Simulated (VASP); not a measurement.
Here is a VASP 6.6.1 calculation.

Contents of INCAR:

```
SYSTEM = GaN
PREC = Accurate ; ENCUT = 520
EDIFF = 1E-6 ; ISMEAR = -1
SIGMA = 0.1 ; LREAL = .FALSE.
LASPH = .TRUE. ; NELM = 80
ALGO = Normal ; ISIF = 2
LWAVE = .FALSE. ; LCHARG = .FALSE.
GGA = PS ; NBANDS = 16
```

Contents of KPOINTS:

```
Automatic mesh
0
G
  16 16 16
  0 0 0
```

POSCAR

```
GaN
1.0
    0.0000000000      2.2491397598      2.2491397598
    2.2491397598      0.0000000000      2.2491397598
    2.2491397598      2.2491397598      0.0000000000
Ga N
1 1
Direct
    0.0000000000      0.0000000000      0.0000000000
    0.2500000000      0.2500000000      0.2500000000
```

Potentials or basis: VASP PAW PBE potentials, release 64 (Ga_d, N).

Command:

```bash
$ cat potpaw_PBE.64/Ga_d/POTCAR potpaw_PBE.64/N/POTCAR > POTCAR
$ mpirun -np 1 vasp_std > vasp.out
```

Q: Estimate the band gap on the k mesh.

A: 1.72 eV.

Q: What does it give for the pressure?

A: -0.2 GPa.

Caveat: the PAW data sets were made with another functional, which shifts forces and pressure a little. A k mesh can miss the band edges.
